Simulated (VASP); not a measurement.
Wanted: the native input for a VASP 6.6.1 run.

* Task: single point
* Functional: PBEsol
* Potentials or basis: VASP PAW PBE potentials, release 64 (Zr_sv)
* Cutoff: 520 eV
* k mesh: 16 × 16 × 16
* Occupations: gaussian, width 0.1 eV
* Spin: no spin polarisation
* Dipole correction: no
* Further INCAR settings: ALGO = Fast; EDIFF = 1e-06; NBANDS = 12

The structure of Zr lies in POSCAR:

```
Zr
1.0
    0.0000000000      2.2316008904      2.2316008904
    2.2316008904      0.0000000000      2.2316008904
    2.2316008904      2.2316008904      0.0000000000
Zr
1
Direct
    0.0000000000      0.0000000000      0.0000000000
```

These files were run (other wordings do the same):

INCAR

```
SYSTEM = Zr
  PREC = Accurate
  ENCUT = 520
  EDIFF = 1E-6
  ISMEAR = 0
  SIGMA = 0.1
  LREAL = .FALSE.
  LASPH = .TRUE.
  NELM = 100
  ALGO = Fast
  ISIF = 2
  LWAVE = .FALSE.
  LCHARG = .FALSE.
  GGA = PS
  NBANDS = 12
```

KPOINTS

```
regular mesh
0
G
  16 16 16
  0 0 0
```

Potentials or basis: VASP PAW PBE potentials, release 64 (Zr_sv).

The run is started by

```bash
$ cat potpaw_PBE.64/Zr_sv/POTCAR > POTCAR
$ mpirun -np 1 vasp_std > vasp.out
```

Results of the run:

```json
{"Pressure": "0.0 GPa", "Band gap on the k mesh": "zero (band 6 reaches 10.27 eV, above the bottom of band 7 at 8.88 eV)"}
```

Caveat: the PAW data sets were made with another functional, which shifts forces and pressure a little.

It took 30 s on 1 thread of Intel Xeon 6975P-C, with other jobs on the host, peak memory 0.16 GiB.
